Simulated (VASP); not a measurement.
# AlP (m.bA) (F-43m) in VASP: further runs

AlP (m.bA) is run at these levels: PBE; tasks: single point.

Everything below comes from runs of VASP 6.6.1. Logs are shortened: lines on timing, memory, paths and dates and some standing lists are left out, and cuts for length are marked.

### Step 1. The cell of the first run

It takes space group F-43m (No. 216, cubic). Conventional cell: a = 5.507 Å, b = 5.507 Å, c = 5.507 Å, α = 90.00°, β = 90.00°, γ = 90.00°. Al (site symmetry -43m) has 4 P at 2.38 Å within 3.1 Å. Within 3.1 Å of P (site symmetry -43m) lie 4 Al at 2.38 Å.

### Step 2. Single point, PBE

Input file INCAR:

```
SYSTEM = AlP
PREC = Accurate
ENCUT = 500
EDIFF = 1E-6
ISMEAR = 0
SIGMA = 0.02
LREAL = .FALSE.
LASPH = .TRUE.
NELM = 120
ALGO = Normal
ISIF = 2
LWAVE = .FALSE.
LCHARG = .TRUE.
GGA = PE
LELF = .TRUE.
LVHAR = .TRUE.
NBANDS = 11
GGA_COMPAT = .FALSE.
```

Input file KPOINTS:

```
regular mesh
0
G
  8 8 8
  0 0 0
```

Input file POSCAR:

```
AlP
1.0
    0.0000000000      2.7534771376      2.7534771376
    2.7534771376      0.0000000000      2.7534771376
    2.7534771376      2.7534771376      0.0000000000
Al P
1 1
Direct
    0.0000000000      0.0000000000      0.0000000000
    0.2500000000      0.2500000000      0.2500000000
```

Potentials or basis: VASP PAW PBE potentials, release 64 (Al, P).

Started as:

```sh
$ cat potpaw_PBE.64/Al/POTCAR potpaw_PBE.64/P/POTCAR > POTCAR
$ mpirun -np 1 vasp_std > vasp.out
```

OUTCAR:

```text
SYSTEM = AlP
   PREC = Accurate
   ENCUT = 500
   EDIFF = 1E-6
   ISMEAR = 0
   LREAL = .FALSE.
   LASPH = .TRUE.
   NELM = 120
   ISIF = 2
   GGA = PE

 ion  position               nearest neighbor table
   1  0.000  0.000  0.000-   2 2.38   2 2.38   2 2.38   2 2.38
   2  0.250  0.250  0.250-   1 2.38   1 2.38   1 2.38   1 2.38

  LATTYP: Found a face centered cubic cell.
 ALAT       =     5.5069542752

  Lattice vectors:

 A1 = (   0.0000000000,   2.7534771376,   2.7534771376)
 A2 = (   2.7534771376,   0.0000000000,   2.7534771376)
 A3 = (   2.7534771376,   2.7534771376,   0.0000000000)

Analysis of symmetry for initial positions (statically):
=====================================================================
 Subroutine PRICEL returns:
 Original cell was already a primitive cell.

 Routine SETGRP: Setting up the symmetry group for a
 face centered cubic supercell.

 Subroutine GETGRP returns: Found 24 space group operations
 (whereof 24 operations were pure point group operations)
 out of a pool of 48 trial point group operations.

The static configuration has the point symmetry T_d .

Analysis of symmetry for dynamics (positions and initial velocities):
=====================================================================
 Subroutine PRICEL returns:
 Original cell was already a primitive cell.

 Routine SETGRP: Setting up the symmetry group for a
 face centered cubic supercell.

 Subroutine GETGRP returns: Found 24 space group operations
 (whereof 24 operations were pure point group operations)
 out of a pool of 48 trial point group operations.

The dynamic configuration has the point symmetry T_d .

 Subroutine INISYM returns: Found 24 space group operations
 (whereof 24 operations are pure point group operations),
 and found     1 'primitive' translations

----------------------------------------------------------------------------------------

                                     Primitive cell

  volume of cell :      41.7517

  direct lattice vectors                    reciprocal lattice vectors
     0.000000000  2.753477138  2.753477138    -0.181588579  0.181588579  0.181588579
     2.753477138  0.000000000  2.753477138     0.181588579 -0.181588579  0.181588579
     2.753477138  2.753477138  0.000000000     0.181588579  0.181588579 -0.181588579

  length of vectors
     3.894004712  3.894004712  3.894004712     0.314520644  0.314520644  0.314520644

  position of ions in fractional coordinates (direct lattice)
     0.000000000  0.000000000  0.000000000
     0.250000000  0.250000000  0.250000000

  ion indices of the primitive-cell ions
[... 79 lines left out ...]
   IBRION =     -1    ionic relax: 0-MD 1-quasi-New 2-CG
   NFREE  =      0    steps in history (QN), initial steepest desc. (CG)
   ISIF   =      2    stress and relaxation
   ISYM   =      2    0-nonsym 1-usesym 2-fastsym
   POTIM  = 0.5000    time-step for ionic-motion
   TEBEG  =    0.0;   TEEND  =   0.0 temperature during run
   PSTRESS=    0.0 pullay stress
   NELECT =       8.0000    total number of electrons
   NUPDOWN=      -1.0000    fix difference up-down
   EMIN   =  10.00;   EMAX   =-10.00  energy-range for DOS
   EFERMI =   0.00;   METHOD = LEGACY
   ISMEAR =     0;   SIGMA  =   0.02  broadening in eV -4-tet -1-fermi 0-gaus
   EFERMI_NEDOS =   21; number of points for ismear=-14 and -15
   IALGO  =     38    algorithm
   IMIX   =      4    mixing-type and parameters
     AMIX     =   0.40;   BMIX     =  1.00
     AMIX_MAG =   1.60;   BMIX_MAG =  1.00
  volume/ion in A,a.u.               =      20.88       140.88
  Fermi-wavevector in a.u.,A,eV,Ry     =   0.943800  1.783524 12.119507  0.890759
  Thomas-Fermi vector in A             =   2.071543
   LORBIT       =      0    0 simple, 1 ext, 2 COOP (PROOUT), +10 PAW based schemes
   GGA     = PE    functional components
   LHFCALC =     F    Hartree Fock is set to
   AEXX    =    0.0000 exact exchange contribution
   IVDW    =     0    specifies the selected vdW correction
   LEPSILON=     F    determine dielectric tensor
   LRPA    =     F    only Hartree local field effects (RPA)
 non-spin polarized calculation
 Gauss-broadening in eV      SIGMA  =   0.02
  energy-cutoff  :      500.00
  volume of cell :       41.75
 maximum number of plane-waves:      1068
   NGX = 15   NGY = 15   NGZ = 15

 number of electron       8.0000001 magnetization

 Free energy of the ion-electron system (eV)
  ---------------------------------------------------
  ext. energy  EPLUGINS =         0.00000000
  ---------------------------------------------------
  free energy    TOTEN  =       -10.37677331 eV

  energy without entropy =      -10.37677331  energy(sigma->0) =      -10.37677331

 E-fermi :   4.4642     XC(G=0):  -9.1094

 val. band max:        4.3478850772   @ k =   0.0000   0.0000   0.0000
 cond. band min:       5.9770889607   @ k =   0.5000   0.5000   0.0000
 fundamental gap:      1.6292038835
 Fermi energy:         4.4642095092

 k-point     1 :       0.0000    0.0000    0.0000
  band No.  band energies     occupation
      1      -7.0120      2.00000
      2       4.3479      2.00000
      3       4.3479      2.00000
      4       4.3479      2.00000
      5       7.4348      0.00000
      6       8.8733      0.00000
      7       8.8733      0.00000
      8       8.8733      0.00000
      9      13.1532      0.00000
     10      13.1532      0.00000
     11      14.4610      0.00000
[... 309 lines left out ...]
 k-point    24 :      -0.3750    0.2500    0.1250
  band No.  band energies     occupation
      1      -5.0943      2.00000
      2      -0.7264      2.00000
      3       1.8126      2.00000
      4       2.9045      2.00000
      5       8.2673      0.00000
      6       8.8449      0.00000
      7      11.1539      0.00000
      8      11.9689      0.00000
      9      13.2326      0.00000
     10      15.7035      0.00000
     11      16.9096      0.00000

 [... further k-points ...]
[... 5 lines left out ...]
  --------------------------------------------------------------------------------------
  -------------------------------------------------------------------------------------
  Total       -0.0143184     -0.0143184     -0.0143184      0.0000000      0.0000000      0.0000000
  in kB       -0.5494533     -0.5494533     -0.5494533      0.0000000      0.0000000      0.0000000
  external PRESSURE =      -0.5494533 kB  Pullay stress =       0.0000000 kB

 VOLUME and BASIS-vectors are now :
 -----------------------------------------------------------------------------
  energy-cutoff  :      500.00
  volume of cell :       41.75
      direct lattice vectors                 reciprocal lattice vectors
     0.000000000  2.753477138  2.753477138    -0.181588579  0.181588579  0.181588579
     2.753477138  0.000000000  2.753477138     0.181588579 -0.181588579  0.181588579
     2.753477138  2.753477138  0.000000000     0.181588579  0.181588579 -0.181588579

 POSITION                                       TOTAL-FORCE (eV/Angst)
 -----------------------------------------------------------------------------------
      0.00000      0.00000      0.00000        -0.000000     -0.000000     -0.000000
      1.37674      1.37674      1.37674         0.000000      0.000000      0.000000
 -----------------------------------------------------------------------------------
    total drift:                               -0.000000     -0.000000     -0.000000

  FREE ENERGIE OF THE ION-ELECTRON SYSTEM (eV)
  ---------------------------------------------------
  free  energy   TOTEN  =       -10.3767733081 eV

  energy  without entropy=      -10.3767733081  energy(sigma->0) =      -10.37677331
```

OSZICAR:

```text
N       E                     dE             d eps       ncg     rms          rms(c)
DAV:   1     0.109344789085E+02    0.10934E+02   -0.30170E+03   646   0.536E+02
DAV:   2    -0.976106359334E+01   -0.20696E+02   -0.19375E+02   823   0.853E+01
DAV:   3    -0.107093954029E+02   -0.94833E+00   -0.94651E+00   777   0.175E+01
DAV:   4    -0.107183722135E+02   -0.89768E-02   -0.89759E-02   772   0.216E+00
DAV:   5    -0.107185321667E+02   -0.15995E-03   -0.15995E-03   796   0.271E-01    0.441E+00
DAV:   6    -0.104161795521E+02    0.30235E+00   -0.62416E-01   722   0.291E+00    0.279E+00
DAV:   7    -0.103762125807E+02    0.39967E-01   -0.21121E-01   760   0.186E+00    0.142E+00
DAV:   8    -0.103766898096E+02   -0.47723E-03   -0.15030E-02   741   0.594E-01    0.242E-01
DAV:   9    -0.103766012858E+02    0.88524E-04   -0.74273E-04   757   0.148E-01    0.100E-01
DAV:  10    -0.103767673442E+02   -0.16606E-03   -0.24838E-04   725   0.820E-02    0.128E-02
DAV:  11    -0.103767725058E+02   -0.51616E-05   -0.25562E-05   790   0.229E-02    0.705E-03
DAV:  12    -0.103767733081E+02   -0.80230E-06   -0.15482E-06   744   0.706E-03
   1 F= -.10376773E+02 E0= -.10376773E+02  d E =-.134510E-18
```

stdout:

```text
POSCAR found type information on POSCAR AlP
 POSCAR found :  2 types and       2 ions
 scaLAPACK will be used
 LDA part: xc-table for (Slater+PW92), standard interpolation
 POSCAR, INCAR and KPOINTS ok, starting setup
 FFT: planning ... GRIDC
 FFT: planning ... GRID_SOFT
 FFT: planning ... GRID
 WAVECAR not read
 entering main loop
```

Wall time 11 s (1 thread of Intel Xeon Platinum 8488C (Sapphire Rapids), shared host); peak memory 0.15 GiB.

Results:

```
Free energy            : -10.3768 eV
Pressure               : -0.1 GPa
Band gap on the k mesh : 1.63 eV, indirect (least direct gap 3.09 eV)
```

Levels at points of the mesh, in eV from the valence-band top:
```
           k point  band 1  band 2  band 3  band 4  band 5  band 6  band 7  band 8  band 9
(0.00, 0.00, 0.00)  -11.36    0.00    0.00    0.00    3.09    4.53    4.53    4.53    8.81
(0.50, 0.00, 0.00)   -9.74   -5.41   -0.75   -0.75    2.72    4.81    4.81    8.20   11.45
(0.50, 0.50, 0.00)   -9.11   -5.22   -2.05   -2.05    1.63    2.47   10.85   10.85   11.78
```

A k mesh can miss the band edges.

### Step 3. Single point, PBE

Input file INCAR:

```
PREC = Accurate
ENCUT = 500
EDIFF = 1E-6
ISMEAR = 0
SIGMA = 0.02
LREAL = False
LASPH = True
NELM = 120
ALGO = Normal
ISIF = 2
LWAVE = False
LCHARG = False
GGA = PE
NBANDS = 11
GGA_COMPAT = False
```

Input file KPOINTS:

```
Automatic mesh
0
Gamma
  8 8 8
```

POSCAR is that of step 2.

Potentials or basis: VASP PAW PBE potentials, release 64 (Al, P).

Started as:

```sh
$ cat potpaw_PBE.64/Al/POTCAR potpaw_PBE.64/P/POTCAR > POTCAR
$ mpirun -np 1 vasp_std > vasp.out
```

Run time: 10 s. Hardware: 1 thread of Intel Xeon Platinum 8488C (Sapphire Rapids), shared host; peak memory 0.15 GiB.

The run converged. Its results:

```yaml
Free_energy: -10.3768 eV
Pressure: -0.1 GPa
Band_gap_on_the_k_mesh: 1.63 eV, indirect (least direct gap 3.09 eV)
```

Levels at points of the mesh, in eV from the valence-band top:
```
           k point  band 1  band 2  band 3  band 4  band 5  band 6  band 7  band 8
(0.00, 0.00, 0.00)  -11.36    0.00    0.00    0.00    3.09    4.53    4.53    4.53
(0.50, 0.00, 0.00)   -9.74   -5.41   -0.75   -0.75    2.72    4.81    4.81    8.20
(0.50, 0.50, 0.00)   -9.11   -5.22   -2.05   -2.05    1.63    2.47   10.85   10.85
```

A k mesh can miss the band edges.
